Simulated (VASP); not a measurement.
A run of VASP 6.6.1 is set up as follows.

Contents of POSCAR:

```
CuI
1.0
    4.1286180000      0.0000000000      0.0000000000
   -2.0643090000      3.5754880705      0.0000000000
    0.0000000000      0.0000000000      7.4781060000
Cu I
2 2
Direct
    0.6666666667      0.3333333333      0.5899520000
    0.3333333333      0.6666666667      0.4100480000
    0.3333333333      0.6666666667      0.7547480000
    0.6666666667      0.3333333333      0.2452520000
```

INCAR.step1

```
SYSTEM = CuI
PREC = Accurate
ENCUT = 520
ISMEAR = 0
SIGMA = 0.01
LREAL = .False.
LASPH = .True.
NELM = 80
NBANDS = 26
ISYM = 0
GGA = PE
ALGO = Normal
EDIFF = 1E-4
LWAVE = .True.
LCHARG = .False.
```

Contents of INCAR.step2:

```
SYSTEM = CuI
PREC = Accurate
ENCUT = 520
EDIFF = 1E-7
ISMEAR = 0
SIGMA = 0.01
LREAL = .False.
LASPH = .True.
NELM = 80
ALGO = Normal
ISIF = 2
LWAVE = .False.
LCHARG = .True.
METAGGA = R2SCAN
LMIXTAU = .True.
IVDW = 13
VDW_S6 = 1.0
VDW_S8 = 0.6018749
VDW_A1 = 0.51559235
VDW_A2 = 5.77342911
LELF = .True.
LVHAR = .True.
NBANDS = 26
ISYM = 0
ISTART = 1
```

Contents of KPOINTS:

```
Automatic mesh
0
Gamma
  7 7 3
  0.5 0.5 0.5
```

Potentials or basis: VASP PAW PBE potentials, release 64 (Cu, I).

Run with:

```sh
$ cat potpaw_PBE.64/Cu/POTCAR potpaw_PBE.64/I/POTCAR > POTCAR
$ cp INCAR.step1 INCAR
$ mpirun -np 1 vasp_std > vasp.out
$ cp INCAR.step2 INCAR
$ mpirun -np 1 vasp_std > vasp.out
```

Question: Predict the dispersion energy per atom.

Answer: -0.129 eV.

Question: Predict the band gap on the k mesh.

Answer: 2.66 eV.

Question: Predict the pressure.

Answer: -0.5 GPa.

Forces in eV/Å, atoms in the order of the input:
```
Cu   0.000  0.000  0.013
Cu   0.000  0.000 -0.013
I    0.000  0.000  0.014
I    0.000  0.000 -0.014
```

Caveat: the PAW data sets were made with another functional, which shifts forces and pressure a little; spin-orbit coupling is left out, which moves the levels of the heavy elements; a shifted mesh leaves out Γ, where band edges can lie. A k mesh can miss the band edges.
